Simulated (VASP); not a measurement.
Set up this calculation in VASP 6.6.1, as the native input.

```yaml
Task: single point
Functional: PBE
Potentials_or_basis: VASP PAW PBE potentials, release 64 (Si, C)
Cutoff: 520 eV
k_mesh: 12 × 12 × 6
Occupations: gaussian, width 0.05 eV
Spin: no spin polarisation
Dipole_correction: no
Further_INCAR_settings: ALGO = Normal; EDIFF = 1e-06; NBANDS = 16
```

The structure of SiC lies in POSCAR:

```
SiC
1.0
    3.0105180284      0.0000000000      0.0000000000
   -1.5052590142      2.6071850912      0.0000000000
    0.0000000000      0.0000000000      5.3524000027
Si C
2 2
Direct
    0.3333333333      0.6666666667      0.0074626915
    0.6666666667      0.3333333333      0.5074626915
    0.3333333333      0.6666666667      0.3775373085
    0.6666666667      0.3333333333      0.8775373085
```

This cell differs from its parent crystal: volume 10.503 Å^3 an atom, c/a of the conventional cell 1.7779.

One way to write it, as run:

INCAR

```
ALGO = Normal
EDIFF = 1E-6
ENCUT = 520
GGA = PE
ISIF = 2
ISMEAR = 0
LASPH = T
LCHARG = T
LELF = T
LREAL = F
LVHAR = T
LWAVE = F
NBANDS = 16
NELM = 60
PREC = Accurate
SIGMA = 0.05
```

KPOINTS

```
k-points
0
Gamma
  12 12 6
```

Potentials or basis: VASP PAW PBE potentials, release 64 (Si, C).

Launch:

```console
$ cat potpaw_PBE.64/Si/POTCAR potpaw_PBE.64/C/POTCAR > POTCAR
$ mpirun -np 1 vasp_std > vasp.out
```

It gave:

```
Pressure               : 1.1 GPa
Band gap on the k mesh : 1.75 eV, indirect (least direct gap 4.13 eV)
```

Wall time 20 s on 1 thread of Intel(R) Xeon(R) 6975P-C (Granite Rapids), on a shared host, peak memory 0.17 GiB.
